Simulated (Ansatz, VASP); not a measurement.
# Two plane-wave programs on LiCl

```xyz
2
Lattice="-0.0682 2.4879 2.4879 2.4879 -0.0682 2.4879 2.4879 2.4879 -0.0682" Properties=species:S:1:pos:R:3 pbc="T T T"
Li    0.0000    0.0000    0.0000
Cl    2.4538    2.4538    2.4538
```

Change from the starting cell: shear_111 strain -4.0%.

Alike in both runs: task single point; functional r2SCAN; k mesh 8 × 8 × 8; no spin polarisation.

|  | VASP | Ansatz |
| --- | --- | --- |
| version | VASP 6.6.1 | Ansatz 0.2.0 |
| potentials or method | VASP PAW PBE potentials, release 64 (Li_sv, Cl) | plane waves, PAW |
| plane-wave cutoff (eV) | 520 | 500 |
| occupations | gaussian, width 0.01 eV | fixed |
| valence electrons in the cell | 10 | 10 |

Ansatz gave:

| Item | Value |
| --- | --- |
| gap on the k mesh at the Fermi level (eV) | 7.18 |

Estimate VASP's values.

gap on the k mesh at the Fermi level (eV): 7.19.

VASP's potentials were made for PBE, not for r2SCAN.

Noted on VASP's run: the cutoff is short for stress, so the pressure is rough.
